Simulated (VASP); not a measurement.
GaAs: G0W0 quasiparticle levels with PBE

GaAs:

```
CELL_PARAMETERS angstrom
0.00000 2.83308 2.83308
2.83308 0.00000 2.83308
2.83308 2.83308 0.00000
ATOMIC_POSITIONS crystal
Ga 0.00000 0.00000 0.00000
As 0.25000 0.25000 0.25000
```

| Property | Result |
| --- | --- |
| Program | VASP 6.6.1 |
| Task | G0W0 quasiparticle levels |
| Functional | PBE |
| Potentials or basis | VASP PAW PBE potentials, release 64 (Ga_d_GW, As_GW) |
| Cutoff | 500 eV |
| k mesh | 4 × 4 × 4 |
| Occupations | gaussian, width 0.01 eV |
| Spin | no spin polarisation |
| Dipole correction | no |
| GW scheme | G0W0 |
| GW iterations | 1 |
| Cutoff of the response function | 120 |
| Frequency points | 96 |
| Empty bands | 135 |
| Further INCAR settings | ALGO = EVGW0; EDIFF = 1e-08; NBANDS = 144 |

* Quasiparticle gap: 1.34 eV
* Least direct quasiparticle gap: 1.34 eV
* Band gap of the starting levels on the mesh: 0.45 eV
* Least direct gap of the starting levels on the mesh: 0.45 eV

It took 5.2 min on 1 thread of Intel(R) Xeon(R) 6975P-C (Granite Rapids), on a shared host, peak memory 0.45 GiB.

Caveat: the k points lie up to 0.48 Å⁻¹ apart; bands, screening cutoff and mesh are small and nothing is extrapolated, so the quasiparticle values aren't converged.
